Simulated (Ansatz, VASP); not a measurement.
## Two plane-wave programs on Zn

Contents of INCAR:

```
ALGO = Fast
EDIFF = 1E-7
EDIFFG = -0.01
ENCUT = 600
GGA = CA
IBRION = 2
ISIF = 3
ISMEAR = -1
LASPH = True
LCHARG = False
LREAL = False
LWAVE = False
NELM = 100
NSW = 60
PREC = Accurate
SIGMA = 0.05
```

KPOINTS

```
k-points
0
Gamma
  11 11 6
```

Contents of POSCAR:

```
Zn
1.0
    2.6700000000      0.0000000000      0.0000000000
   -1.3350000000      2.3122878281      0.0000000000
    0.0000000000      0.0000000000      4.9660000000
Zn
2
Direct
    0.6666666667      0.3333333333      0.7500000000
    0.3333333333      0.6666666667      0.2500000000
```

input.yaml

```yaml
crystal:
  lattice:
    - [2.67, 0.0, 0.0]
    - [-1.335, 2.3122878281, 0.0]
    - [0.0, 0.0, 4.966]
  atoms:
    - { symbol: Zn, position: [0.6666666667, 0.3333333333, 0.75] }
    - { symbol: Zn, position: [0.3333333333, 0.6666666667, 0.25] }
hamiltonian:
  xc: lda
  pseudopotentials: { kind: paw }
kpoints:
  mp_grid: { grid: [11, 11, 6] }
scf:
  occupations: { method: fermi_dirac, width: 0.05 }
output:
  forces: true
  stress: true
  eigenvalues: true
relax:
  f_tol: 0.01
  max_steps: 40
  cell: { stress_tol: 0.05 }
```

Alike in both runs: task relaxation of cell and atoms; functional LDA; k mesh 11 × 11 × 6; occupations fermi-dirac, width 0.05 eV; no spin polarisation.

|  | VASP | Ansatz |
| --- | --- | --- |
| version | VASP 6.6.1 | Ansatz 0.2.0 |
| potentials or method | VASP PAW LDA potentials, release 64 (Zn) | Ansatz PAW |
| plane-wave cutoff (eV) | 600 | 420 |
| valence electrons in the cell | 24 | 24 |

Ansatz gave:

* gap on the k mesh at the Fermi level, each at its own relaxed structure (eV): none
* relaxed volume (Å³/atom): 13.36
* relaxed cell length with the largest relative difference (Å): 4.382

Task: What did VASP give for the same quantities?

Result: gap on the k mesh at the Fermi level, each at its own relaxed structure (eV): none; relaxed volume (Å³/atom): 13.44; relaxed cell length with the largest relative difference (Å): 4.391.

LDA's correlation is that of Perdew and Zunger in VASP and of Perdew and Wang (1992) in Ansatz. A gap of «none» marks a metal or a gap that the smearing closes.

Noted on Ansatz's run: the plane-wave basis is chosen anew once the cell has moved, so the energies of steps on either side of that aren't comparable.
